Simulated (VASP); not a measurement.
# LiPS3 (C2/m) in VASP: single point with PBE

Aim: the single point of LiPS3 with PBE.

All numbers are computed with VASP 6.6.1; they aren't measurements. Logs are shortened: lines on timing, memory, paths and dates and some standing lists are left out, and cuts for length are marked.

### Step 1. The cell of the first run

The structure is monoclinic, space group C2/m (No. 12). The conventional cell has a = 11.323 Å, b = 7.197 Å, c = 6.721 Å, α = 90.00°, β = 126.28°, γ = 90.00°. Within 3.8 Å of Li (site symmetry 2) lie 6 S at 2.57 to 3.36 Å and 2 Li at 3.48 to 3.72 Å and 4 P at 3.61 to 3.72 Å. P (site symmetry m) has 4 S at 2.00 to 2.15 Å within 2.6 Å. S (site symmetry 2) has 2 P at 2.15 Å within 2.8 Å. S (site symmetry m) has 1 P at 2.01 Å and 2 Li at 2.61 Å within 2.7 Å. Within 2.6 Å of S (site symmetry m) lie 1 P at 2.00 Å and 2 Li at 2.57 Å.

### Step 2. Single point, PBE

Contents of INCAR:

```
PREC = Accurate
ENCUT = 520
EDIFF = 1E-6
ISMEAR = 0
SIGMA = 0.1
LREAL = F
LASPH = T
NELM = 60
ALGO = Normal
ISIF = 2
LWAVE = F
LCHARG = T
GGA = PE
LELF = T
LVHAR = T
NBANDS = 37
```

Contents of KPOINTS:

```
regular mesh
0
Gamma
  4 4 4
```

Contents of POSCAR:

```
LiPS3
1.0
    5.6736330510     -3.5983578663     -0.0616499876
    5.6736330510      3.5983578663     -0.0616499876
   -3.9337729333      0.0000000000      5.4490174034
Li P S
2 2 6
Direct
    0.7585256713      0.2414743287      0.0000000000
    0.2414743287      0.7585256713      0.0000000000
    0.1511271483      0.1511271483      0.5745612954
    0.8488728517      0.8488728517      0.4254387046
    0.2181065304      0.7818934696      0.5000000000
    0.7818934696      0.2181065304      0.5000000000
    0.1908908672      0.1908908672      0.3198272477
    0.8091091328      0.8091091328      0.6801727523
    0.3224293151      0.3224293151      0.9307927332
    0.6775706849      0.6775706849      0.0692072668
```

Potentials or basis: VASP PAW PBE potentials, release 64 (Li_sv, P, S).

Launch:

```bash
$ cat potpaw_PBE.64/Li_sv/POTCAR potpaw_PBE.64/P/POTCAR potpaw_PBE.64/S/POTCAR > POTCAR
$ mpirun -np 1 vasp_std > vasp.out
```

OUTCAR:

```text
PREC = Accurate
   ENCUT = 520
   EDIFF = 1E-6
   ISMEAR = 0
   LREAL = F
   LASPH = T
   NELM = 60
   ISIF = 2
   GGA = PE

 ion  position               nearest neighbor table
   1  0.759  0.241  0.000-   9 2.57  10 2.57   7 2.61   8 2.61
   2  0.241  0.759  0.000-   9 2.57  10 2.57   7 2.61   8 2.61
   3  0.151  0.151  0.575-   9 2.00   7 2.01   5 2.15   6 2.15   4 2.95
   4  0.849  0.849  0.425-  10 2.00   8 2.01   5 2.15   6 2.15   3 2.95
   5  0.218  0.782  0.500-   3 2.15   4 2.15
   6  0.782  0.218  0.500-   3 2.15   4 2.15
   7  0.191  0.191  0.320-   3 2.01   2 2.61   1 2.61
   8  0.809  0.809  0.680-   4 2.01   2 2.61   1 2.61
   9  0.322  0.322  0.931-   3 2.00   2 2.57   1 2.57
  10  0.678  0.678  0.069-   4 2.00   2 2.57   1 2.57

  Warning from LATTYP: Got some problem with cell dimensions!
  Tried to take original basis but could not verify dimensions!
  LATTYP: Found a base centered monoclinic cell.
 ALAT       =    11.3226924187
 B/A-ratio  =     0.6356010979
 C/A-ratio  =     0.5935507209
 COS(beta)  =    -0.5916705521

  Lattice vectors:

 A1 = (  -1.7398601177,   3.5983578663,  -5.3873674158)
 A2 = (  -1.7398601177,  -3.5983578663,  -5.3873674158)
 A3 = (  -3.9337729333,   0.0000000000,   5.4490174034)

Analysis of symmetry for initial positions (statically):
=====================================================================
 Subroutine PRICEL returns:
 Original cell was already a primitive cell.

 Routine SETGRP: Setting up the symmetry group for a
 base centered monoclinic supercell.

 Subroutine GETGRP returns: Found  4 space group operations
 (whereof  4 operations were pure point group operations)
 out of a pool of  4 trial point group operations.

The static configuration has the point symmetry C_2h.

Analysis of symmetry for dynamics (positions and initial velocities):
=====================================================================
 Subroutine PRICEL returns:
 Original cell was already a primitive cell.

 Routine SETGRP: Setting up the symmetry group for a
 base centered monoclinic supercell.

 Subroutine GETGRP returns: Found  4 space group operations
 (whereof  4 operations were pure point group operations)
 out of a pool of  4 trial point group operations.

The dynamic configuration has the point symmetry C_2h.

 Subroutine INISYM returns: Found  4 space group operations
 (whereof  4 operations are pure point group operations),
 and found     1 'primitive' translations

----------------------------------------------------------------------------------------

                                     Primitive cell

  volume of cell :     220.7464

  direct lattice vectors                    reciprocal lattice vectors
     5.673633051 -3.598357866 -0.061649988     0.088823728 -0.138952272  0.064123924
     5.673633051  3.598357866 -0.061649988     0.088823728  0.138952272  0.064123924
    -3.933772933  0.000000000  5.449017403     0.002009897  0.000000000  0.184970317

  length of vectors
     6.718786501  6.718786501  6.720592247     0.176944246  0.176944246  0.184981237

  position of ions in fractional coordinates (direct lattice)
     0.758525671  0.241474329  0.000000000
     0.241474329  0.758525671  0.000000000
     0.151127148  0.151127148  0.574561295
     0.848872852  0.848872852  0.425438705
     0.218106530  0.781893470  0.500000000
     0.781893470  0.218106530  0.500000000
     0.190890867  0.190890867  0.319827248
     0.809109133  0.809109133  0.680172752
     0.322429315  0.322429315  0.930792733
     0.677570685  0.677570685  0.069207267

  ion indices of the primitive-cell ions
   primitive index   ion index
                 1           1
                 2           2
                 3           3
                 4           4
                 5           5
                 6           6
                 7           7
                 8           8
                 9           9
                10          10

----------------------------------------------------------------------------------------

 KPOINTS: regular mesh

Automatic generation of k-mesh.
 Grid dimensions read from file:
 generate k-points for:    4    4    4

 Generating k-lattice:

  Cartesian coordinates                     Fractional coordinates (reciprocal lattice)
     0.022205932 -0.034738068  0.016030981     0.250000000 -0.000000000  0.000000000
     0.022205932  0.034738068  0.016030981    -0.000000000  0.250000000  0.000000000
     0.000502474  0.000000000  0.046242579     0.000000000  0.000000000  0.250000000

  Length of vectors
     0.044236061  0.044236061  0.046245309

  Shift w.r.t. Gamma in fractional coordinates (k-lattice)
     0.000000000  0.000000000  0.000000000

 Subroutine IBZKPT returns following result:
 ===========================================

 Found     24 irreducible k-points:

 Following reciprocal coordinates:
            Coordinates               Weight
  0.000000  0.000000  0.000000      1.000000
  0.250000  0.000000  0.000000      4.000000
  0.500000  0.000000  0.000000      2.000000
  0.250000  0.250000  0.000000      2.000000
  0.500000  0.250000  0.000000      4.000000
 -0.250000  0.250000  0.000000      2.000000
[... 16 lines left out ...]
 -0.250000  0.250000  0.500000      2.000000
  0.500000  0.500000  0.500000      1.000000
   k-points           NKPTS =     24   k-points in BZ     NKDIM =     24   number of bands    NBANDS=     37
   number of dos      NEDOS =    301   number of ions     NIONS =     10
   total plane-waves  NPLWV = 125000
   dimension x,y,z NGX =    50 NGY =   50 NGZ =   50
   dimension x,y,z NGXF=   100 NGYF=  100 NGZF=  100
   ions per type =               2   2   6
   NGX,Y,Z   is equivalent  to a cutoff of  12.37, 12.37, 12.37 a.u.
   NGXF,Y,Z  is equivalent  to a cutoff of  24.74, 24.74, 24.74 a.u.
 SYSTEM =  unknown system
   PREC   = accura    normal or accurate (medium, high low for compatibility)
   ISTART =      0    job   : 0-new  1-cont  2-samecut
   ICHARG =      2    charge: 1-file 2-atom 10-const
   ISPIN  =      1    spin polarized calculation?
   LNONCOLLINEAR =      F non collinear calculations
   LSORBIT =      F    spin-orbit coupling
   LASPH  =      T    aspherical Exc in radial PAW
   ENCUT  =  520.0 eV  38.22 Ry    6.18 a.u.  12.49 12.49 12.50*2*pi/ulx,y,z
   NELM   =     60;   NELMIN=  2; NELMDL= -5     # of ELM steps
   EDIFF  = 0.1E-05   stopping-criterion for ELM
   LREAL  =      F    real-space projection
   EDIFFG = 0.1E-04   stopping-criterion for IOM
   NSW    =      0    number of steps for IOM
   IBRION =     -1    ionic relax: 0-MD 1-quasi-New 2-CG
   NFREE  =      0    steps in history (QN), initial steepest desc. (CG)
   ISIF   =      2    stress and relaxation
   ISYM   =      2    0-nonsym 1-usesym 2-fastsym
   POTIM  = 0.5000    time-step for ionic-motion
   TEBEG  =    0.0;   TEEND  =   0.0 temperature during run
   PSTRESS=    0.0 pullay stress
   NELECT =      52.0000    total number of electrons
   NUPDOWN=      -1.0000    fix difference up-down
   EMIN   =  10.00;   EMAX   =-10.00  energy-range for DOS
   EFERMI =   0.00;   METHOD = LEGACY
   ISMEAR =     0;   SIGMA  =   0.10  broadening in eV -4-tet -1-fermi 0-gaus
   EFERMI_NEDOS =   21; number of points for ismear=-14 and -15
   IALGO  =     38    algorithm
   IMIX   =      4    mixing-type and parameters
     AMIX     =   0.40;   BMIX     =  1.00
     AMIX_MAG =   1.60;   BMIX_MAG =  1.00
  volume/ion in A,a.u.               =      22.07       148.97
  Fermi-wavevector in a.u.,A,eV,Ry     =   1.011063  1.910631 13.908526  1.022248
  Thomas-Fermi vector in A             =   2.144090
   LORBIT       =      0    0 simple, 1 ext, 2 COOP (PROOUT), +10 PAW based schemes
   GGA     = PE    functional components
   LHFCALC =     F    Hartree Fock is set to
   AEXX    =    0.0000 exact exchange contribution
   IVDW    =     0    specifies the selected vdW correction
   LEPSILON=     F    determine dielectric tensor
   LRPA    =     F    only Hartree local field effects (RPA)
 non-spin polarized calculation
 Gauss-broadening in eV      SIGMA  =   0.10
  energy-cutoff  :      520.00
  volume of cell :      220.75
 maximum number of plane-waves:      5975
 NGX is ok and might be reduce to    50
   NGX = 25   NGY = 25   NGZ = 25

 number of electron      52.0000006 magnetization

 Free energy of the ion-electron system (eV)
  ---------------------------------------------------
  ext. energy  EPLUGINS =         0.00000000
  ---------------------------------------------------
  free energy    TOTEN  =       -45.11663498 eV

  energy without entropy =      -45.11663498  energy(sigma->0) =      -45.11663498

 E-fermi :   2.7714     XC(G=0):  -8.3832

 val. band max:        2.2284475339   @ k =   0.0000   0.0000   0.0000
 cond. band min:       4.0004316778   @ k =  -0.0000  -0.0000   0.5000
 fundamental gap:      1.7719841438
 Fermi energy:         2.7713750248

 k-point     1 :       0.0000    0.0000    0.0000
  band No.  band energies     occupation
      1     -42.8861      2.00000
      2     -42.8850      2.00000
      3     -13.7332      2.00000
      4     -11.8501      2.00000
      5     -10.5174      2.00000
      6     -10.2860      2.00000
[... 29 lines left out ...]
     36       8.5728      0.00000
     37       8.8523      0.00000

 k-point     2 :       0.2500    0.0000    0.0000
  band No.  band energies     occupation
      1     -42.8860      2.00000
      2     -42.8852      2.00000
      3     -13.7007      2.00000
      4     -11.9160      2.00000
      5     -10.5516      2.00000
      6     -10.2664      2.00000
[... 29 lines left out ...]
     36       8.5415      0.00000
     37       8.8139      0.00000

 k-point     3 :       0.5000    0.0000    0.0000
  band No.  band energies     occupation
      1     -42.8858      2.00000
      2     -42.8854      2.00000
      3     -13.6659      2.00000
      4     -11.9848      2.00000
      5     -10.5632      2.00000
      6     -10.2700      2.00000
[... 29 lines left out ...]
     36       8.7559      0.00000
     37       8.9844      0.00000

 k-point     4 :       0.2500    0.2500    0.0000
  band No.  band energies     occupation
      1     -42.8861      2.00000
      2     -42.8850      2.00000
      3     -13.6752      2.00000
      4     -11.9752      2.00000
      5     -10.5299      2.00000
      6     -10.2788      2.00000
[... 29 lines left out ...]
     36       8.6496      0.00000
     37       8.9366      0.00000
[... 683 lines left out ...]
      1     -42.8859      2.00000
      2     -42.8852      2.00000
      3     -13.6479      2.00000
      4     -11.9940      2.00000
      5     -10.5691      2.00000
      6     -10.2239      2.00000
[... 29 lines left out ...]
     36       8.8149      0.00000
     37       8.8403      0.00000

 k-point    23 :      -0.2500    0.2500    0.5000
  band No.  band energies     occupation
      1     -42.8858      2.00000
      2     -42.8853      2.00000
      3     -13.6553      2.00000
      4     -11.9666      2.00000
      5     -10.5985      2.00000
      6     -10.2096      2.00000
[... 29 lines left out ...]
     36       8.9523      0.00000
     37       9.1218      0.00000

 k-point    24 :       0.5000    0.5000    0.5000
  band No.  band energies     occupation
      1     -42.8861      2.00000
      2     -42.8850      2.00000
      3     -13.6355      2.00000
      4     -12.0473      2.00000
      5     -10.5342      2.00000
      6     -10.1888      2.00000
[... 29 lines left out ...]
     36       8.9890      0.00000
     37       9.1073      0.00000

------------------------ aborting loop because EDIFF is reached ----------------------------------------

  FORCE on cell =-STRESS in cart. coord.  units (eV):
  Direction    XX          YY          ZZ          XY          YZ          ZX
  --------------------------------------------------------------------------------------
  -------------------------------------------------------------------------------------
  Total       -0.4361439     -0.3380620     -0.6262938      0.0000000      0.0000000     -0.0150506
  in kB       -3.1655327     -2.4536544     -4.5456409      0.0000000      0.0000000     -0.1092375
  external PRESSURE =      -3.3882760 kB  Pullay stress =       0.0000000 kB

 VOLUME and BASIS-vectors are now :
 -----------------------------------------------------------------------------
  energy-cutoff  :      520.00
  volume of cell :      220.75
      direct lattice vectors                 reciprocal lattice vectors
     5.673633051 -3.598357866 -0.061649988     0.088823728 -0.138952272  0.064123924
     5.673633051  3.598357866 -0.061649988     0.088823728  0.138952272  0.064123924
    -3.933772933  0.000000000  5.449017403     0.002009897  0.000000000  0.184970317

 POSITION                                       TOTAL-FORCE (eV/Angst)
 -----------------------------------------------------------------------------------
      5.67363     -1.86054     -0.06165         0.000000      0.001342     -0.000000
      5.67363      1.86054     -0.06165         0.000000     -0.001342     -0.000000
     -0.54531      0.00000      3.11216         0.043285      0.000000      0.024742
      7.95881      0.00000      2.21356        -0.043285      0.000000     -0.024742
      3.70675      2.02871      2.66286         0.000000      0.084732     -0.000000
      3.70675     -2.02871      2.66286         0.000000     -0.084732     -0.000000
      0.90796      0.00000      1.71921        -0.077146      0.000000      0.064910
      6.50553      0.00000      3.60651         0.077146      0.000000     -0.064910
     -0.00284      0.00000      5.03215        -0.031925      0.000000     -0.103262
      7.41633      0.00000      0.29357         0.031925      0.000000      0.103262
 -----------------------------------------------------------------------------------
    total drift:                               -0.000000     -0.000000      0.000000

  FREE ENERGIE OF THE ION-ELECTRON SYSTEM (eV)
  ---------------------------------------------------
  free  energy   TOTEN  =       -45.1166349812 eV

  energy  without entropy=      -45.1166349812  energy(sigma->0) =      -45.11663498
```

Run time: 7.5 min. Hardware: 1 thread of Intel Xeon 8259CL, shared host; peak memory 0.42 GiB.

What came out:

```yaml
Free_energy: -45.1166 eV
Largest_force: 0.108 eV/Å
Band_gap_on_the_k_mesh: 1.77 eV (least direct gap 2.13 eV)
```

Forces on the atoms (eV/Å):
```
Li   0.000  0.001  0.000
Li   0.000 -0.001  0.000
P    0.043  0.000  0.025
P   -0.043  0.000 -0.025
S    0.000  0.085  0.000
S    0.000 -0.085  0.000
S   -0.077  0.000  0.065
S    0.077  0.000 -0.065
S   -0.032  0.000 -0.103
S    0.032  0.000  0.103
```

Caveat: the cutoff is under 1.25 times the usual one of these potentials, so pressure, stress and relaxed cells hold a basis-set (Pulay) error. A k mesh can miss the band edges.
